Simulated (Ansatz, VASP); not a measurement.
**Li6CaN2: VASP beside Ansatz**

```
Li Ca N
1.0
     5.18170    0.00000    0.00000
    -2.59085    4.48748    0.00000
     0.00000    0.00000    5.04473
Li Ca N
6 1 2
Direct
  0.00935 0.56706 0.27528
  0.43294 0.44230 0.27528
  0.55770 0.99065 0.27528
  0.00935 0.44230 0.72472
  0.55770 0.56706 0.72472
  0.43294 0.99065 0.72472
  0.00000 0.00000 0.00000
  0.33333 0.66667 0.50000
  0.66667 0.33333 0.00000
```

Alike in both runs: task relaxation of cell and atoms; functional PBE; k mesh 6 × 6 × 4; occupations gaussian, width 0.1 eV; no spin polarisation.

|  | VASP | Ansatz |
| --- | --- | --- |
| version | VASP 6.6.1 | Ansatz 0.2.0 |
| potentials or method | VASP PAW PBE potentials, release 64 (Li_sv, Ca_sv, N), cutoff 600 eV | scalar-relativistic, plane waves, PAW |
| valence electrons in the cell | 38 | 38 |

|  | VASP | Ansatz | Ansatz less VASP |
| --- | --- | --- | --- |
| gap on the k mesh at the Fermi level, each at its own relaxed structure (eV) | none | none | - |
| relaxed volume (Å³/atom) | 14.65 | 14.55 | -0.106 |
| relaxed cell length with the largest relative difference (Å) | 5.467 | 5.429 | -0.0378 |

A gap of «none» marks a metal or a gap that the smearing closes.

Noted on VASP's run: the cutoff is short for stress, so the pressure is rough.
